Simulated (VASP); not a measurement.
# MgCdTe3 (R-3m) in VASP: a series of runs

Runs on MgCdTe3. Level: PBE. Tasks: single point, relaxation of cell and atoms.

Everything below comes from runs of VASP 6.6.1. Logs are shortened: lines on timing, memory, paths and dates and some standing lists are left out, and cuts for length are marked.

**1. The cell of the first run**

It takes space group R-3m (No. 166, trigonal). The conventional cell has a = 6.939 Å, b = 6.939 Å, c = 11.438 Å, α = 90.00°, β = 90.00°, γ = 120.00°. Within 4.6 Å of Mg (site symmetry -3m) lie 12 Te at 3.47 to 4.31 Å and 6 Cd at 4.44 Å. Within 3.6 Å of Cd (site symmetry -3m) lie 6 Te at 2.77 Å. Te (site symmetry 2/m) has 2 Cd at 2.77 Å and 2 Mg at 3.47 Å and 4 Te at 3.47 Å within 3.6 Å.

**2. Single point, PBE**

Input file INCAR:

```
  ALGO = Normal
  EDIFF = 1E-6
  ENCUT = 520
  GGA = PE
  ISIF = 2
  ISMEAR = 0
  LASPH = T
  LCHARG = T
  LELF = T
  LREAL = F
  LVHAR = T
  LWAVE = F
  NBANDS = 24
  NELM = 60
  PREC = Accurate
  SIGMA = 0.1
```

Input file KPOINTS:

```
k-points
0
Gamma
  3 3 3
```

Input file POSCAR:

```
MgCdTe3
1.0
    3.4696094700      2.0031799600      3.8125802900
   -3.4696094700      2.0031799600      3.8125802900
    0.0000000000     -4.0063599300      3.8125802900
Mg Cd Te
1 1 3
Direct
    0.0000000000      0.0000000000      0.0000000000
    0.5000000000      0.5000000000      0.5000000000
    0.5000000000      0.5000000000      0.0000000000
    0.0000000000      0.5000000000      0.5000000000
    0.5000000000      0.0000000000      0.5000000000
```

Potentials or basis: VASP PAW PBE potentials, release 64 (Mg, Cd, Te).

Started as:

```bash
$ cat potpaw_PBE.64/Mg/POTCAR potpaw_PBE.64/Cd/POTCAR potpaw_PBE.64/Te/POTCAR > POTCAR
$ mpirun -np 1 vasp_std > vasp.out
```

OUTCAR:

```text
EDIFF = 1E-6
   ENCUT = 520
   GGA = PE
   ISIF = 2
   ISMEAR = 0
   LASPH = T
   LREAL = F
   NELM = 60
   PREC = Accurate

 ion  position               nearest neighbor table
   1  0.000  0.000  0.000-   3 3.47   3 3.47   4 3.47   4 3.47   5 3.47   5 3.47
   2  0.500  0.500  0.500-   4 2.77   5 2.77   5 2.77   4 2.77   3 2.77   3 2.77
   3  0.500  0.500  0.000-   2 2.77   2 2.77   1 3.47   1 3.47   4 3.47   5 3.47   5 3.47   4 3.47

   4  0.000  0.500  0.500-   2 2.77   2 2.77   5 3.47   5 3.47   1 3.47   3 3.47   3 3.47   1 3.47

   5  0.500  0.000  0.500-   2 2.77   2 2.77   4 3.47   4 3.47   3 3.47   3 3.47   1 3.47   1 3.47

  LATTYP: Found a trigonal (rhomboedric) cell.
 ALAT       =     5.5305233291
 COS(alpha) =     0.2128477749

  Lattice vectors:

 A1 = (   3.4696094700,   2.0031799600,   3.8125802900)
 A2 = (  -3.4696094700,   2.0031799600,   3.8125802900)
 A3 = (   0.0000000000,  -4.0063599300,   3.8125802900)

Analysis of symmetry for initial positions (statically):
=====================================================================
 Subroutine PRICEL returns:
 Original cell was already a primitive cell.

 Routine SETGRP: Setting up the symmetry group for a
 trigonal (rhombohedral) supercell.

 Subroutine GETGRP returns: Found 12 space group operations
 (whereof 12 operations were pure point group operations)
 out of a pool of 12 trial point group operations.

The static configuration has the point symmetry D_3d.

Analysis of symmetry for dynamics (positions and initial velocities):
=====================================================================
 Subroutine PRICEL returns:
 Original cell was already a primitive cell.

 Routine SETGRP: Setting up the symmetry group for a
 trigonal (rhombohedral) supercell.

 Subroutine GETGRP returns: Found 12 space group operations
 (whereof 12 operations were pure point group operations)
 out of a pool of 12 trial point group operations.

The dynamic configuration has the point symmetry D_3d.

 Subroutine INISYM returns: Found 12 space group operations
 (whereof 12 operations are pure point group operations),
 and found     1 'primitive' translations

----------------------------------------------------------------------------------------

                                     Primitive cell

  volume of cell :     158.9904

  direct lattice vectors                    reciprocal lattice vectors
     3.469609470  2.003179960  3.812580290     0.144108438  0.083201045  0.087429853
    -3.469609470  2.003179960  3.812580290    -0.144108438  0.083201045  0.087429853
     0.000000000 -4.006359930  3.812580290     0.000000000 -0.166402090  0.087429853

  length of vectors
     5.530523329  5.530523329  5.530523335     0.187972431  0.187972431  0.187972431

  position of ions in fractional coordinates (direct lattice)
     0.000000000  0.000000000  0.000000000
     0.500000000  0.500000000  0.500000000
     0.500000000  0.500000000  1.000000000
     0.000000000  0.500000000  0.500000000
     0.500000000  0.000000000  0.500000000

  ion indices of the primitive-cell ions
   primitive index   ion index
                 1           1
                 2           2
                 3           3
                 4           4
                 5           5

----------------------------------------------------------------------------------------

 KPOINTS: k-points

Automatic generation of k-mesh.
 Grid dimensions read from file:
 generate k-points for:    3    3    3

 Generating k-lattice:

  Cartesian coordinates                     Fractional coordinates (reciprocal lattice)
     0.048036146  0.027733682  0.029143284     0.333333333  0.000000000  0.000000000
    -0.048036146  0.027733682  0.029143284     0.000000000  0.333333333  0.000000000
     0.000000000 -0.055467363  0.029143284    -0.000000000 -0.000000000  0.333333333

  Length of vectors
     0.062657477  0.062657477  0.062657477

  Shift w.r.t. Gamma in fractional coordinates (k-lattice)
     0.000000000  0.000000000  0.000000000

 Subroutine IBZKPT returns following result:
 ===========================================

 Found      6 irreducible k-points:

 Following reciprocal coordinates:
            Coordinates               Weight
  0.000000  0.000000  0.000000      1.000000
  0.333333  0.000000  0.000000      6.000000
  0.333333  0.333333  0.000000      6.000000
 -0.333333  0.333333  0.000000      6.000000
  0.333333  0.333333  0.333333      2.000000
 -0.333333  0.333333  0.333333      6.000000
   k-points           NKPTS =      6   k-points in BZ     NKDIM =      6   number of bands    NBANDS=     24
   number of dos      NEDOS =    301   number of ions     NIONS =      5
   total plane-waves  NPLWV =  74088
   dimension x,y,z NGX =    42 NGY =   42 NGZ =   42
   dimension x,y,z NGXF=    84 NGYF=   84 NGZF=   84
   ions per type =               1   1   3
   NGX,Y,Z   is equivalent  to a cutoff of  12.63, 12.63, 12.63 a.u.
   NGXF,Y,Z  is equivalent  to a cutoff of  25.25, 25.25, 25.25 a.u.
 SYSTEM =  unknown system
   PREC   = accura    normal or accurate (medium, high low for compatibility)
   ISTART =      0    job   : 0-new  1-cont  2-samecut
   ICHARG =      2    charge: 1-file 2-atom 10-const
   ISPIN  =      1    spin polarized calculation?
   LNONCOLLINEAR =      F non collinear calculations
   LSORBIT =      F    spin-orbit coupling
   LASPH  =      T    aspherical Exc in radial PAW
   ENCUT  =  520.0 eV  38.22 Ry    6.18 a.u.  10.28 10.28 10.28*2*pi/ulx,y,z
   NELM   =     60;   NELMIN=  2; NELMDL= -5     # of ELM steps
   EDIFF  = 0.1E-05   stopping-criterion for ELM
   LREAL  =      F    real-space projection
   EDIFFG = 0.1E-04   stopping-criterion for IOM
   NSW    =      0    number of steps for IOM
   IBRION =     -1    ionic relax: 0-MD 1-quasi-New 2-CG
   NFREE  =      0    steps in history (QN), initial steepest desc. (CG)
   ISIF   =      2    stress and relaxation
   ISYM   =      2    0-nonsym 1-usesym 2-fastsym
   POTIM  = 0.5000    time-step for ionic-motion
   TEBEG  =    0.0;   TEEND  =   0.0 temperature during run
   PSTRESS=    0.0 pullay stress
   NELECT =      32.0000    total number of electrons
   NUPDOWN=      -1.0000    fix difference up-down
   EMIN   =  10.00;   EMAX   =-10.00  energy-range for DOS
   EFERMI =   0.00;   METHOD = LEGACY
   ISMEAR =     0;   SIGMA  =   0.10  broadening in eV -4-tet -1-fermi 0-gaus
   EFERMI_NEDOS =   21; number of points for ismear=-14 and -15
   IALGO  =     38    algorithm
   IMIX   =      4    mixing-type and parameters
     AMIX     =   0.40;   BMIX     =  1.00
     AMIX_MAG =   1.60;   BMIX_MAG =  1.00
  volume/ion in A,a.u.               =      31.80       214.58
  Fermi-wavevector in a.u.,A,eV,Ry     =   0.959403  1.813009 12.523547  0.920455
  Thomas-Fermi vector in A             =   2.088596
   LORBIT       =      0    0 simple, 1 ext, 2 COOP (PROOUT), +10 PAW based schemes
   GGA     = PE    functional components
   LHFCALC =     F    Hartree Fock is set to
   AEXX    =    0.0000 exact exchange contribution
   IVDW    =     0    specifies the selected vdW correction
   LEPSILON=     F    determine dielectric tensor
   LRPA    =     F    only Hartree local field effects (RPA)
 non-spin polarized calculation
 Gauss-broadening in eV      SIGMA  =   0.10
  energy-cutoff  :      520.00
  volume of cell :      158.99
 maximum number of plane-waves:      4295
 NGX is ok and might be reduce to    42
   NGX = 21   NGY = 21   NGZ = 21

 number of electron      31.9999992 magnetization

 Free energy of the ion-electron system (eV)
  ---------------------------------------------------
  ext. energy  EPLUGINS =         0.00000000
  ---------------------------------------------------
  free energy    TOTEN  =       -10.57066655 eV

  energy without entropy =      -10.55724625  energy(sigma->0) =      -10.56395640

 E-fermi :   4.1881     XC(G=0):  -8.8110

 val. band max:        4.0815081078   @ k =   0.0000   0.0000   0.0000
 cond. band min:       4.2195423762   @ k =  -0.3333   0.3333   0.0000
 fundamental gap:      0.1380342684
 Fermi energy:         4.1880647314

 k-point     1 :       0.0000    0.0000    0.0000
  band No.  band energies     occupation
      1      -8.3189      2.00000
      2      -6.7520      2.00000
      3      -6.7520      2.00000
      4      -4.7689      2.00000
      5      -4.7020      2.00000
      6      -4.7020      2.00000
[... 16 lines left out ...]
     23       8.9575      0.00000
     24       9.7504      0.00000

 k-point     2 :       0.3333    0.0000    0.0000
  band No.  band energies     occupation
      1      -7.9912      2.00000
      2      -6.8199      2.00000
      3      -6.7571      2.00000
      4      -4.9128      2.00000
      5      -4.7239      2.00000
      6      -4.7125      2.00000
[... 16 lines left out ...]
     23       9.5264      0.00000
     24       9.7429      0.00000

 k-point     3 :       0.3333    0.3333    0.0000
  band No.  band energies     occupation
      1      -7.7704      2.00000
      2      -6.9367      2.00000
      3      -6.4498      2.00000
      4      -4.9385      2.00000
      5      -4.8492      2.00000
      6      -4.7404      2.00000
[... 16 lines left out ...]
     23       9.9247      0.00000
     24      10.0847      0.00000

 k-point     4 :      -0.3333    0.3333    0.0000
  band No.  band energies     occupation
      1      -7.5641      2.00000
      2      -7.1110      2.00000
      3      -6.5835      2.00000
      4      -5.0038      2.00000
      5      -4.8584      2.00000
      6      -4.7389      2.00000
[... 16 lines left out ...]
     23       9.8061      0.00000
     24      10.2074      0.00000

 k-point     5 :       0.3333    0.3333    0.3333
  band No.  band energies     occupation
      1      -7.8013      2.00000
      2      -6.4074      2.00000
      3      -6.4074      2.00000
      4      -4.9594      2.00000
      5      -4.8495      2.00000
      6      -4.8495      2.00000
[... 16 lines left out ...]
     23      10.2066      0.00000
     24      10.2066      0.00000

 k-point     6 :      -0.3333    0.3333    0.3333
  band No.  band energies     occupation
      1      -7.4593      2.00000
      2      -6.9097      2.00000
      3      -6.4341      2.00000
      4      -5.0320      2.00000
      5      -4.8702      2.00000
      6      -4.8288      2.00000
[... 16 lines left out ...]
     23       9.7107      0.00000
     24       9.7402      0.00000

------------------------ aborting loop because EDIFF is reached ----------------------------------------

  FORCE on cell =-STRESS in cart. coord.  units (eV):
  Direction    XX          YY          ZZ          XY          YZ          ZX
  --------------------------------------------------------------------------------------
  -------------------------------------------------------------------------------------
  Total        2.1389803      2.1389803      9.7807513      0.0000000     -0.0000000      0.0000000
  in kB       21.5549266     21.5549267     98.5625626      0.0000000     -0.0000001      0.0000000
  external PRESSURE =      47.2241386 kB  Pullay stress =       0.0000000 kB

 VOLUME and BASIS-vectors are now :
 -----------------------------------------------------------------------------
  energy-cutoff  :      520.00
  volume of cell :      158.99
      direct lattice vectors                 reciprocal lattice vectors
     3.469609470  2.003179960  3.812580290     0.144108438  0.083201045  0.087429853
    -3.469609470  2.003179960  3.812580290    -0.144108438  0.083201045  0.087429853
     0.000000000 -4.006359930  3.812580290     0.000000000 -0.166402090  0.087429853

 POSITION                                       TOTAL-FORCE (eV/Angst)
 -----------------------------------------------------------------------------------
      0.00000      0.00000      0.00000         0.000000     -0.000000      0.000000
      0.00000     -0.00000      5.71887         0.000000      0.000000      0.000000
      0.00000      2.00318      3.81258        -0.000000     -0.000000     -0.000000
     -1.73480     -1.00159      3.81258         0.000000     -0.000000      0.000000
      1.73480     -1.00159      3.81258         0.000000     -0.000000     -0.000000
 -----------------------------------------------------------------------------------
    total drift:                                0.000000     -0.000000     -0.000000

  FREE ENERGIE OF THE ION-ELECTRON SYSTEM (eV)
  ---------------------------------------------------
  free  energy   TOTEN  =       -10.5706665532 eV

  energy  without entropy=      -10.5572462523  energy(sigma->0) =      -10.56395640
```

Wall time 18 s (1 thread of Intel Xeon 6975P-C (Granite Rapids), shared host); peak memory 0.25 GiB.

What came out:

```yaml
Free_energy: -10.5707 eV
Pressure: 4.7 GPa
Band_gap_on_the_k_mesh: zero (band 16 reaches 4.95 eV, above the bottom of band 17 at 4.22 eV)
```

Levels at points of the mesh, in eV from the Fermi level:
```tsv
k point	band 13	band 14	band 15	band 16	band 17	band 18	band 19	band 20
(0.00, 0.00, 0.00)	-1.86	-1.70	-1.61	-0.11	0.39	0.89	0.89	3.52
```

Caveat: the k points lie up to 0.39 Å⁻¹ apart; spin-orbit coupling is left out, which moves the levels of the heavy elements.

**3. Single point, PBE**

This run uses another cell than the first one, of 36.05 Å³/atom, 1.134 times its volume.

Input file INCAR:

```
SYSTEM = MgCdTe3
ALGO = Normal
EDIFF = 1E-6
ENCUT = 520
GGA = PE
ISIF = 2
ISMEAR = 0
LASPH = .TRUE.
LCHARG = .FALSE.
LREAL = .FALSE.
LWAVE = .FALSE.
NBANDS = 24
NELM = 100
PREC = Accurate
SIGMA = 0.1
```

Input file KPOINTS:

```
k-points
0
G
  3 3 3
  0 0 0
```

POSCAR, as its differences from that of step 2:

```diff
@@ -2,5 +2,5 @@
 1.0
-    3.4696094700      2.0031799600      3.8125802900
-   -3.4696094700      2.0031799600      3.8125802900
-    0.0000000000     -4.0063599300      3.8125802900
+    3.3897397738      1.9570671689      4.5288529186
+   -3.3897397738      1.9570671689      4.5288529186
+    0.0000000000     -3.9141343437      4.5288529161
 Mg Cd Te
```

Potentials or basis: VASP PAW PBE potentials, release 64 (Mg, Cd, Te).

Started as:

```bash
$ cat potpaw_PBE.64/Mg/POTCAR potpaw_PBE.64/Cd/POTCAR potpaw_PBE.64/Te/POTCAR > POTCAR
$ mpirun -np 1 vasp_std > vasp.out
```

Wall time 18 s (1 thread of Intel Xeon 6975P-C (Granite Rapids), shared host); peak memory 0.32 GiB.

It converged, with:

| Quantity | Value |
| --- | --- |
| Free energy | -11.3670 eV |
| Pressure | 0.0 GPa |
| Band gap on the k mesh | zero (band 16 reaches 4.24 eV, above the bottom of band 17 at 3.59 eV) |

Stress tensor (GPa, compression positive):
```
-0.16  0.00  0.00
 0.00 -0.16  0.00
 0.00  0.00  0.16
```

Levels at points of the mesh, in eV from the Fermi level:
```
           k point  band 13  band 14  band 15  band 16  band 17  band 18  band 19  band 20
(0.00, 0.00, 0.00)    -2.11    -2.11    -1.88    -1.31     0.60     1.33     1.33     2.97
```

Caveat: the k points lie up to 0.39 Å⁻¹ apart; spin-orbit coupling is left out, which moves the levels of the heavy elements.

[end of part 1 of 3]
